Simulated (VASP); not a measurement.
Crystal: Ca3Pb.

```
CELL_PARAMETERS angstrom
5.43000 0.00000 0.00000
0.00000 5.43000 0.00000
0.00000 0.00000 5.43000
ATOMIC_POSITIONS crystal
Ca 0.00000 0.00000 0.00000
Ca 0.00000 0.50000 0.50000
Ca 0.50000 0.00000 0.50000
Pb 0.50000 0.50000 0.00000
```

* Program: VASP 6.6.1
* Task: relaxation of volume and atoms at fixed shape
* Functional: r2SCAN
* Potentials or basis: VASP PAW PBE potentials, release 64 (Ca_sv, Pb_d)
* Cutoff: 600 eV
* k mesh: 4 × 4 × 4
* Occupations: methfessel-paxton, width 0.05 eV
* Spin: no spin polarisation

At the start: pressure -4.2 GPa; volume 40.03 Å³/atom.

Task: Where does the relaxation end?

Result: Over 3 steps the energy falls by 124.0 meV/atom and the volume is 32.25 Å³/atom (-19.4 %); space group Pm-3m (No. 221, to 0.05 Å).

The path:
| step | energy change (eV) | largest force (eV/Å) | pressure (GPa) | volume (Å³) |
| --- | --- | --- | --- | --- |
| 1 | 0.0000 | 0.0000 | -4.17 | 160.10 |
| 2 | -0.4460 | 0.0000 | -1.72 | 137.16 |
| 3 | -0.4959 | 0.0000 | -0.14 | 129.00 |

Final structure:
```yaml
crystal:
  lattice:
    - [5.05279, 0.00000, 0.00000]
    - [0.00000, 5.05279, 0.00000]
    - [0.00000, 0.00000, 5.05279]
  atoms:
    - { symbol: Ca, position: [0.00000, 0.00000, 0.00000] }
    - { symbol: Ca, position: [0.00000, 0.50000, 0.50000] }
    - { symbol: Ca, position: [0.50000, 0.00000, 0.50000] }
    - { symbol: Pb, position: [0.50000, 0.50000, 0.00000] }
```

Caveat: the volume moved by over 15 % at a fixed basis, so the end points are rough; the PAW data sets were made with another functional, which shifts forces and pressure a little.
